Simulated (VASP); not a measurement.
Wanted: the native input for a VASP 6.6.1 run.

```yaml
Task: relaxation of cell and atoms
Functional: PBEsol
Potentials_or_basis: VASP PAW PBE potentials, release 64 (Be)
Cutoff: 600 eV
k_mesh: 28 × 28 × 28
Occupations: fermi-dirac, width 0.05 eV
Spin: no spin polarisation
Target_pressure: 470 GPa
Dipole_correction: no
Further_INCAR_settings: ALGO = Normal; EDIFF = 1e-06; IBRION = 2; EDIFFG = -0.005; NSW = 60; ISIF = 3
```

The structure of Be lies in POSCAR:

```
Be
1.0
    0.0000000000      1.1722168642      1.1722168642
    1.1722168642      0.0000000000      1.1722168642
    1.1722168642      1.1722168642      0.0000000000
Be
1
Direct
    0.0000000000      0.0000000000      0.0000000000
```

This isn't the form of Be at room conditions, which is hcp.

One way to write it, as run:

INCAR

```
SYSTEM = Be
PREC     = Accurate       ! precision mode
ENCUT    = 600            ! plane-wave cutoff, eV
EDIFF    = 1E-6           ! SCF threshold, eV
ISMEAR   = -1             ! smearing method
SIGMA    = 0.05           ! smearing width, eV
LREAL    = .False.        ! projectors in reciprocal space
LASPH    = .True.         ! aspherical terms in the spheres
NELM     = 60             ! most SCF steps
ALGO     = Normal         ! electronic algorithm
ISIF     = 3              ! what is computed and relaxed
LWAVE    = .False.        ! write WAVECAR
LCHARG   = .False.        ! write CHGCAR
GGA      = PS             ! functional
IBRION   = 2              ! ionic algorithm
NSW      = 60             ! ionic steps
EDIFFG   = -0.005         ! ionic threshold
PSTRESS  = 4700.0
```

KPOINTS

```
regular mesh
0
Gamma
  28 28 28
  0 0 0
```

Potentials or basis: VASP PAW PBE potentials, release 64 (Be).

The run is started by

```console
$ cat potpaw_PBE.64/Be/POTCAR > POTCAR
$ mpirun -np 1 vasp_std > vasp.out
```

Results of the run:

| Quantity | Value |
| --- | --- |
| Relaxed volume | 3.24 Å³/atom |
| Relaxed cell | a = 1.660 Å, b = 1.660 Å, c = 1.660 Å, α = 60.00°, β = 60.00°, γ = 60.00° |
| Space group after relaxing (to 0.1 Å) | Fm-3m (No. 225) |
| Energy change on relaxing (the run minimises the enthalpy) | -43.0 meV/atom |
| Ionic steps | 3 |
| Pressure after relaxing | 470.0 GPa |
| Band gap on the k mesh | zero (bands 1 and 2 overlap by 2.31 eV) |

Caveat: the cell is relaxed towards a set pressure, so the run minimises the enthalpy, not the energy; the PAW data sets were made with another functional, which shifts forces and pressure a little.

Run time: 17 s on 1 thread of Intel Xeon 8259CL (shared host), peak memory 0.12 GiB.
